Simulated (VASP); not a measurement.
The system is TaN.

```
Ta N
1.0
     0.00000    2.18144    2.18144
     2.18144    0.00000    2.18144
     2.18144    2.18144    0.00000
Ta N
1 1
Direct
  0.50000 0.50000 0.50000
  0.00000 0.00000 0.00000
```

Base run:

```yaml
Program: VASP 6.6.1
Functional: r2SCAN
Potentials_or_basis: VASP PAW PBE potentials, release 64 (Ta_sv_GW, N)
Cutoff: 660 eV
k_mesh: 10 × 10 × 10
Occupations: fermi-dirac, width 0.05 eV
Spin: no spin polarisation
```

Its results: band gap on the k mesh zero (band 9 reaches 16.25 eV, above the bottom of band 10 at 12.02 eV); pressure 8.3 GPa.

Problem. After a change of settings the same cell gave: band gap on the k mesh zero (band 8 reaches 11.88 eV, above the bottom of band 9 at 7.65 eV); pressure 10.5 GPa. Which change was it?
A. functional from r2SCAN to PBE; cutoff from 660 eV to 600 eV
B. potentials or basis from VASP PAW PBE potentials, release 64 (Ta_sv_GW, N) to VASP PAW PBE potentials, release 64 (Ta_pv, N); cutoff from 660 eV to 520 eV; further incar settings from ALGO = Normal; EDIFF = 1e-06; NBANDS = 16 to ALGO = Normal; EDIFF = 1e-07; NBANDS = 15; valence electrons from 18 to 16
C. functional from r2SCAN to LDA; potentials or basis from VASP PAW PBE potentials, release 64 (Ta_sv_GW, N) to VASP PAW LDA potentials, release 64 (Ta_sv_GW, N); cutoff from 660 eV to 600 eV

Solution. B.

Caveats: the PAW data sets were made with another functional, which shifts forces and pressure a little; spin-orbit coupling is left out, which moves the levels of the heavy elements.
